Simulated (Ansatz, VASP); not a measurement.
# Cd in VASP and in Ansatz

```xyz
2
Lattice="2.9699 0.0000 0.0000 -1.4849 2.5720 0.0000 0.0000 0.0000 5.5087" Properties=species:S:1:pos:R:3 pbc="T T T"
Cd    0.0000    1.7147    1.3772
Cd    1.4849    0.8573    4.1315
```

Alike in both runs: functional PBEsol; k mesh 7 × 7 × 3; occupations fermi-dirac, width 0.3 eV; no spin polarisation.

Ansatz relaxed the structure, and its values are those at the end. VASP's run is a single point on that final structure, the one shown.

|  | VASP | Ansatz |
| --- | --- | --- |
| version | VASP 6.6.1 | Ansatz 0.2.0 |
| potentials or method | VASP PAW PBE potentials, release 64 (Cd), cutoff 500 eV | plane waves, PAW |
| valence electrons in the cell | 24 | 40 |

|  | VASP | Ansatz | Ansatz less VASP |
| --- | --- | --- | --- |
| pressure (GPa) | 0.4 | 0.0 | -0.37 |

VASP's potentials were made for PBE, not for PBEsol. With one functional, cell and mesh, what is left measures potentials, basis and numerics. VASP's potentials hold 24 valence electrons a cell and Ansatz's 40, so a difference there can come from the potentials and not from the codes. Ansatz's warnings: force scf threshold loose, stress scf threshold loose.

The k mesh is coarse, so the values compare programs but aren't converged.
